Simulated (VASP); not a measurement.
# AlN (f.blda) (F-43m) in VASP: further runs

AlN (f.blda) is run at these levels: LDA; tasks: single point.

Program: VASP 6.6.1. These are calculated values, not measurements. Logs are shortened: lines on timing, memory, paths and dates and some standing lists are left out, and cuts for length are marked.

**1. The cell of the first run**

It takes space group F-43m (No. 216, cubic). Conventional cell: a = 4.380 Å, b = 4.380 Å, c = 4.380 Å, α = 90.00°, β = 90.00°, γ = 90.00°. Al (site symmetry -43m) has 4 N at 1.90 Å within 2.5 Å. Within 2.5 Å of N (site symmetry -43m) lie 4 Al at 1.90 Å.

**2. Single point, LDA**

The input, INCAR:

```
  PREC = Accurate
  ENCUT = 600
  EDIFF = 1E-6
  ISMEAR = 0
  SIGMA = 0.1
  LREAL = F
  LASPH = T
  NELM = 120
  ALGO = Normal
  ISIF = 2
  LWAVE = F
  LCHARG = F
  GGA = CA
  NBANDS = 11
  GGA_COMPAT = F
```

The input, KPOINTS:

```
Automatic mesh
0
Gamma
  8 8 8
```

The input, POSCAR:

```
AlN
1.0
    0.0000000000      2.1900000000      2.1900000000
    2.1900000000      0.0000000000      2.1900000000
    2.1900000000      2.1900000000      0.0000000000
Al N
1 1
Direct
    0.0000000000      0.0000000000      0.0000000000
    0.2500000000      0.2500000000      0.2500000000
```

Potentials or basis: VASP PAW LDA potentials, release 64 (Al, N).

Started as:

```
$ cat potpaw_LDA.64/Al/POTCAR potpaw_LDA.64/N/POTCAR > POTCAR
$ mpirun -np 1 vasp_std > vasp.out
```

OUTCAR:

```text
PREC = Accurate
   ENCUT = 600
   EDIFF = 1E-6
   ISMEAR = 0
   LREAL = F
   LASPH = T
   NELM = 120
   ISIF = 2
   GGA = CA

 ion  position               nearest neighbor table
   1  0.000  0.000  0.000-   2 1.90   2 1.90   2 1.90   2 1.90
   2  0.250  0.250  0.250-   1 1.90   1 1.90   1 1.90   1 1.90

  LATTYP: Found a face centered cubic cell.
 ALAT       =     4.3800000000

  Lattice vectors:

 A1 = (   0.0000000000,   2.1900000000,   2.1900000000)
 A2 = (   2.1900000000,   0.0000000000,   2.1900000000)
 A3 = (   2.1900000000,   2.1900000000,   0.0000000000)

Analysis of symmetry for initial positions (statically):
=====================================================================
 Subroutine PRICEL returns:
 Original cell was already a primitive cell.

 Routine SETGRP: Setting up the symmetry group for a
 face centered cubic supercell.

 Subroutine GETGRP returns: Found 24 space group operations
 (whereof 24 operations were pure point group operations)
 out of a pool of 48 trial point group operations.

The static configuration has the point symmetry T_d .

Analysis of symmetry for dynamics (positions and initial velocities):
=====================================================================
 Subroutine PRICEL returns:
 Original cell was already a primitive cell.

 Routine SETGRP: Setting up the symmetry group for a
 face centered cubic supercell.

 Subroutine GETGRP returns: Found 24 space group operations
 (whereof 24 operations were pure point group operations)
 out of a pool of 48 trial point group operations.

The dynamic configuration has the point symmetry T_d .

 Subroutine INISYM returns: Found 24 space group operations
 (whereof 24 operations are pure point group operations),
 and found     1 'primitive' translations

----------------------------------------------------------------------------------------

                                     Primitive cell

  volume of cell :      21.0069

  direct lattice vectors                    reciprocal lattice vectors
     0.000000000  2.190000000  2.190000000    -0.228310502  0.228310502  0.228310502
     2.190000000  0.000000000  2.190000000     0.228310502 -0.228310502  0.228310502
     2.190000000  2.190000000  0.000000000     0.228310502  0.228310502 -0.228310502

  length of vectors
     3.097127702  3.097127702  3.097127702     0.395445390  0.395445390  0.395445390

  position of ions in fractional coordinates (direct lattice)
     0.000000000  0.000000000  0.000000000
     0.250000000  0.250000000  0.250000000

  ion indices of the primitive-cell ions
   primitive index   ion index
                 1           1
                 2           2

----------------------------------------------------------------------------------------

 KPOINTS: Automatic mesh

Automatic generation of k-mesh.
 Grid dimensions read from file:
 generate k-points for:    8    8    8

 Generating k-lattice:

  Cartesian coordinates                     Fractional coordinates (reciprocal lattice)
    -0.028538813  0.028538813  0.028538813     0.125000000  0.000000000  0.000000000
     0.028538813 -0.028538813  0.028538813     0.000000000  0.125000000  0.000000000
     0.028538813  0.028538813 -0.028538813     0.000000000  0.000000000  0.125000000

  Length of vectors
     0.049430674  0.049430674  0.049430674

  Shift w.r.t. Gamma in fractional coordinates (k-lattice)
     0.000000000  0.000000000  0.000000000

 Subroutine IBZKPT returns following result:
 ===========================================

 Found     29 irreducible k-points:

 Following reciprocal coordinates:
            Coordinates               Weight
  0.000000  0.000000  0.000000      1.000000
  0.125000  0.000000  0.000000      8.000000
  0.250000  0.000000  0.000000      8.000000
  0.375000  0.000000  0.000000      8.000000
  0.500000  0.000000  0.000000      4.000000
  0.125000  0.125000  0.000000      6.000000
[... 16 lines left out ...]
  0.500000  0.250000  0.125000     48.000000
 -0.375000  0.250000  0.125000     24.000000
 [... further k-points ...]
   k-points           NKPTS =     29   k-points in BZ     NKDIM =     29   number of bands    NBANDS=     11
   number of dos      NEDOS =    301   number of ions     NIONS =      2
   total plane-waves  NPLWV =  21952
   dimension x,y,z NGX =    28 NGY =   28 NGZ =   28
   dimension x,y,z NGXF=    56 NGYF=   56 NGZF=   56
   ions per type =               1   1
   NGX,Y,Z   is equivalent  to a cutoff of  15.03, 15.03, 15.03 a.u.
   NGXF,Y,Z  is equivalent  to a cutoff of  30.06, 30.06, 30.06 a.u.
 SYSTEM =  unknown system
   PREC   = accura    normal or accurate (medium, high low for compatibility)
   ISTART =      0    job   : 0-new  1-cont  2-samecut
   ICHARG =      2    charge: 1-file 2-atom 10-const
   ISPIN  =      1    spin polarized calculation?
   LNONCOLLINEAR =      F non collinear calculations
   LSORBIT =      F    spin-orbit coupling
   LASPH  =      T    aspherical Exc in radial PAW
   ENCUT  =  600.0 eV  44.10 Ry    6.64 a.u.   6.19  6.19  6.19*2*pi/ulx,y,z
   NELM   =    120;   NELMIN=  2; NELMDL= -5     # of ELM steps
   EDIFF  = 0.1E-05   stopping-criterion for ELM
   LREAL  =      F    real-space projection
   EDIFFG = 0.1E-04   stopping-criterion for IOM
   NSW    =      0    number of steps for IOM
   IBRION =     -1    ionic relax: 0-MD 1-quasi-New 2-CG
   NFREE  =      0    steps in history (QN), initial steepest desc. (CG)
   ISIF   =      2    stress and relaxation
   ISYM   =      2    0-nonsym 1-usesym 2-fastsym
   POTIM  = 0.5000    time-step for ionic-motion
   TEBEG  =    0.0;   TEEND  =   0.0 temperature during run
   PSTRESS=    0.0 pullay stress
   NELECT =       8.0000    total number of electrons
   NUPDOWN=      -1.0000    fix difference up-down
   EMIN   =  10.00;   EMAX   =-10.00  energy-range for DOS
   EFERMI =   0.00;   METHOD = LEGACY
   ISMEAR =     0;   SIGMA  =   0.10  broadening in eV -4-tet -1-fermi 0-gaus
   EFERMI_NEDOS =   21; number of points for ismear=-14 and -15
   IALGO  =     38    algorithm
   IMIX   =      4    mixing-type and parameters
     AMIX     =   0.40;   BMIX     =  1.00
     AMIX_MAG =   1.60;   BMIX_MAG =  1.00
  volume/ion in A,a.u.               =      10.50        70.88
  Fermi-wavevector in a.u.,A,eV,Ry     =   1.186636  2.242416 19.158419  1.408104
  Thomas-Fermi vector in A             =   2.322804
   LORBIT       =      0    0 simple, 1 ext, 2 COOP (PROOUT), +10 PAW based schemes
   GGA     = CA    functional components
   LHFCALC =     F    Hartree Fock is set to
   AEXX    =    0.0000 exact exchange contribution
   IVDW    =     0    specifies the selected vdW correction
   LEPSILON=     F    determine dielectric tensor
   LRPA    =     F    only Hartree local field effects (RPA)
 non-spin polarized calculation
 Gauss-broadening in eV      SIGMA  =   0.10
  energy-cutoff  :      600.00
  volume of cell :       21.01
 maximum number of plane-waves:       725
 NGX is ok and might be reduce to    28
   NGX = 13   NGY = 13   NGZ = 13

 number of electron       8.0000000 magnetization

 Free energy of the ion-electron system (eV)
  ---------------------------------------------------
  ext. energy  EPLUGINS =         0.00000000
  ---------------------------------------------------
  free energy    TOTEN  =       -16.36930526 eV

  energy without entropy =      -16.36930526  energy(sigma->0) =      -16.36930526

 E-fermi :   6.0802     XC(G=0): -11.2303

 val. band max:        5.6303973700   @ k =   0.0000   0.0000   0.0000
 cond. band min:       8.8498491789   @ k =   0.5000   0.5000   0.0000
 fundamental gap:      3.2194518090
 Fermi energy:         6.0802152156

 k-point     1 :       0.0000    0.0000    0.0000
  band No.  band energies     occupation
      1      -9.1450      2.00000
      2       5.6304      2.00000
      3       5.6304      2.00000
      4       5.6304      2.00000
      5       9.7918      0.00000
      6      17.8842      0.00000
      7      17.8842      0.00000
      8      17.8842      0.00000
      9      23.0894      0.00000
     10      23.0894      0.00000
     11      24.4578      0.00000

 k-point     2 :       0.1250    0.0000    0.0000
  band No.  band energies     occupation
      1      -8.9150      2.00000
      2       4.4579      2.00000
      3       5.5509      2.00000
      4       5.5509      2.00000
      5      10.7121      0.00000
      6      17.3233      0.00000
      7      18.0557      0.00000
      8      18.0557      0.00000
      9      21.5619      0.00000
     10      21.5619      0.00000
     11      23.4091      0.00000

 k-point     3 :       0.2500    0.0000    0.0000
  band No.  band energies     occupation
      1      -8.2818      2.00000
      2       2.3784      2.00000
      3       5.3720      2.00000
      4       5.3720      2.00000
      5      11.9849      0.00000
      6      16.3497      0.00000
      7      17.6870      0.00000
      8      17.6870      0.00000
      9      21.6498      0.00000
     10      21.6498      0.00000
     11      22.5972      0.00000

 k-point     4 :       0.3750    0.0000    0.0000
  band No.  band energies     occupation
      1      -7.4744      2.00000
      2       0.5438      2.00000
      3       5.2093      2.00000
      4       5.2093      2.00000
      5      12.6535      0.00000
      6      15.6207      0.00000
      7      16.8737      0.00000
      8      16.8737      0.00000
      9      22.8442      0.00000
     10      23.6202      0.00000
     11      23.6202      0.00000

 k-point     5 :       0.5000    0.0000    0.0000
  band No.  band energies     occupation
      1      -7.0493      2.00000
      2      -0.2444      2.00000
      3       5.1460      2.00000
      4       5.1460      2.00000
      5      12.8246      0.00000
      6      15.3399      0.00000
      7      16.5428      0.00000
      8      16.5428      0.00000
      9      23.2631      0.00000
     10      25.3329      0.00000
     11      25.3329      0.00000
[... 211 lines left out ...]
 k-point    21 :       0.5000    0.5000    0.0000
  band No.  band energies     occupation
      1      -6.3966      2.00000
      2       0.7002      2.00000
      3       3.8460      2.00000
      4       3.8460      2.00000
      5       8.8498      0.00000
      6      13.9900      0.00000
      7      19.2724      0.00000
      8      21.0184      0.00000
      9      21.0184      0.00000
     10      28.8911      0.00000
     11      29.2115      0.00000

 k-point    22 :       0.3750    0.2500    0.1250
  band No.  band energies     occupation
      1      -7.7710      2.00000
      2       2.0766      2.00000
      3       4.1405      2.00000
      4       5.0225      2.00000
      5      12.3294      0.00000
      6      15.9260      0.00000
      7      16.2313      0.00000
      8      18.6367      0.00000
      9      19.9900      0.00000
     10      24.4268      0.00000
     11      26.9931      0.00000

 k-point    23 :       0.5000    0.2500    0.1250
  band No.  band energies     occupation
      1      -7.0721      2.00000
      2       1.0008      2.00000
      3       3.5460      2.00000
      4       4.6912      2.00000
      5      12.5486      0.00000
      6      15.0608      0.00000
      7      16.9006      0.00000
      8      18.2585      0.00000
      9      21.3554      0.00000
     10      24.9149      0.00000
     11      27.0964      0.00000

 k-point    24 :      -0.3750    0.2500    0.1250
  band No.  band energies     occupation
      1      -6.7215      2.00000
      2       0.4675      2.00000
      3       3.3925      2.00000
      4       4.5033      2.00000
      5      12.5989      0.00000
      6      14.6796      0.00000
      7      17.5387      0.00000
      8      18.0561      0.00000
      9      22.4530      0.00000
     10      24.0909      0.00000
     11      27.3295      0.00000

 [... further k-points ...]
[... 5 lines left out ...]
  --------------------------------------------------------------------------------------
  -------------------------------------------------------------------------------------
  Total       -0.6201758     -0.6201758     -0.6201758      0.0000000      0.0000000      0.0000000
  in kB      -47.3002091    -47.3002091    -47.3002091      0.0000000      0.0000000      0.0000000
  external PRESSURE =     -47.3002091 kB  Pullay stress =       0.0000000 kB

 VOLUME and BASIS-vectors are now :
 -----------------------------------------------------------------------------
  energy-cutoff  :      600.00
  volume of cell :       21.01
      direct lattice vectors                 reciprocal lattice vectors
     0.000000000  2.190000000  2.190000000    -0.228310502  0.228310502  0.228310502
     2.190000000  0.000000000  2.190000000     0.228310502 -0.228310502  0.228310502
     2.190000000  2.190000000  0.000000000     0.228310502  0.228310502 -0.228310502

 POSITION                                       TOTAL-FORCE (eV/Angst)
 -----------------------------------------------------------------------------------
      0.00000      0.00000      0.00000        -0.000000      0.000000      0.000000
      1.09500      1.09500      1.09500         0.000000     -0.000000     -0.000000
 -----------------------------------------------------------------------------------
    total drift:                               -0.000000     -0.000000     -0.000000

  FREE ENERGIE OF THE ION-ELECTRON SYSTEM (eV)
  ---------------------------------------------------
  free  energy   TOTEN  =       -16.3693052642 eV

  energy  without entropy=      -16.3693052642  energy(sigma->0) =      -16.36930526
```

Wall time 6.6 s (1 thread of Intel Xeon Platinum 8488C (Sapphire Rapids), shared host); peak memory 0.14 GiB.

Results:

```
Free energy            : -16.3693 eV
Pressure               : -4.7 GPa
Band gap on the k mesh : 3.22 eV, indirect (least direct gap 4.16 eV)
```

Levels at points of the mesh, in eV from the valence-band top:
```tsv
k point	band 1	band 2	band 3	band 4	band 5	band 6	band 7	band 8
(0.00, 0.00, 0.00)	-14.78	0.00	0.00	0.00	4.16	12.25	12.25	12.25
(0.50, 0.00, 0.00)	-12.68	-5.87	-0.48	-0.48	7.19	9.71	10.91	10.91
(0.50, 0.50, 0.00)	-12.03	-4.93	-1.78	-1.78	3.22	8.36	13.64	15.39
```

**3. Single point, LDA**

This run uses another cell than the first one, of 10.23 Å³/atom, 0.974 times its volume.

The input, INCAR:

```
SYSTEM = AlN
PREC     = Accurate       ! precision mode
ENCUT    = 600            ! plane-wave cutoff, eV
EDIFF    = 1E-6           ! SCF threshold, eV
ISMEAR   = 0              ! smearing method
SIGMA    = 0.02           ! smearing width, eV
LREAL    = .FALSE.        ! projectors in reciprocal space
LASPH    = .TRUE.         ! aspherical terms in the spheres
NELM     = 120            ! most SCF steps
ALGO     = Normal         ! electronic algorithm
ISIF     = 2              ! what is computed and relaxed
LWAVE    = .FALSE.        ! write WAVECAR
LCHARG   = .FALSE.        ! write CHGCAR
GGA      = CA             ! functional
NBANDS   = 11             ! bands
GGA_COMPAT= .FALSE.
```

The input, KPOINTS:

```
Automatic mesh
0
G
  10 10 10
  0 0 0
```

The input, POSCAR:

```
AlN
1.0
    0.0000000000      2.1710498760      2.1710498760
    2.1710498760      0.0000000000      2.1710498760
    2.1710498760      2.1710498760      0.0000000000
Al N
1 1
Direct
    0.0000000000      0.0000000000      0.0000000000
    0.2500000000      0.2500000000      0.2500000000
```

Potentials or basis: VASP PAW LDA potentials, release 64 (Al, N).

Started as:

```
$ cat potpaw_LDA.64/Al/POTCAR potpaw_LDA.64/N/POTCAR > POTCAR
$ mpirun -np 1 vasp_std > vasp.out
```

Run time: 9.9 s. Hardware: 1 thread of Intel Xeon Platinum 8488C (Sapphire Rapids), shared host; peak memory 0.14 GiB.

It converged, with:

```
Free energy            : -16.3760 eV
Pressure               : 0.6 GPa
Band gap on the k mesh : 3.23 eV, indirect (least direct gap 4.39 eV)
```

Levels at points of the mesh, in eV from the valence-band top:
| k point | band 2 | band 3 | band 4 | band 5 | band 6 | band 7 |
| --- | --- | --- | --- | --- | --- | --- |
| (0.00, 0.00, 0.00) | 0.00 | 0.00 | 0.00 | 4.39 | 12.51 | 12.51 |
| (0.50, 0.00, 0.00) | -5.99 | -0.49 | -0.49 | 7.43 | 9.89 | 11.07 |
| (0.50, 0.50, 0.00) | -5.01 | -1.81 | -1.81 | 3.23 | 8.52 | 13.99 |

**4. Single point, LDA**

This run uses another cell than the first one, of 10.23 Å³/atom, 0.974 times its volume.

The input, INCAR:

```
PREC     = Accurate       # precision mode
ENCUT    = 600            # plane-wave cutoff, eV
EDIFF    = 1E-6           # SCF threshold, eV
ISMEAR   = 0              # smearing method
SIGMA    = 0.02           # smearing width, eV
LREAL    = F              # projectors in reciprocal space
LASPH    = T              # aspherical terms in the spheres
NELM     = 120            # most SCF steps
ALGO     = Normal         # electronic algorithm
ISIF     = 2              # what is computed and relaxed
LWAVE    = F              # write WAVECAR
LCHARG   = F              # write CHGCAR
GGA      = CA             # functional
NBANDS   = 11             # bands
GGA_COMPAT= F
```

The input, KPOINTS:

```
Automatic mesh
0
Gamma
  10 10 10
```

POSCAR is that of step 3.

Started as:

```
$ cat potpaw_LDA.64/Al/POTCAR potpaw_LDA.64/N/POTCAR > POTCAR
$ mpirun -np 1 vasp_std > vasp.out
```

Wall time 9.4 s (1 thread of Intel Xeon Platinum 8488C (Sapphire Rapids), shared host); peak memory 0.13 GiB.

It converged, with:

| Quantity | Value |
| --- | --- |
| Free energy | -16.3760 eV |
| Pressure | 0.6 GPa |
| Band gap on the k mesh | 3.23 eV, indirect (least direct gap 4.39 eV) |

Levels at points of the mesh, in eV from the valence-band top:
| k point | band 1 | band 2 | band 3 | band 4 | band 5 | band 6 | band 7 | band 8 | band 9 |
| --- | --- | --- | --- | --- | --- | --- | --- | --- | --- |
| (0.00, 0.00, 0.00) | -14.93 | 0.00 | 0.00 | 0.00 | 4.39 | 12.51 | 12.51 | 12.51 | 17.67 |
| (0.50, 0.00, 0.00) | -12.75 | -5.99 | -0.49 | -0.49 | 7.43 | 9.89 | 11.07 | 11.07 | 17.98 |
| (0.50, 0.50, 0.00) | -12.08 | -5.01 | -1.81 | -1.81 | 3.23 | 8.52 | 13.99 | 15.71 | 15.71 |
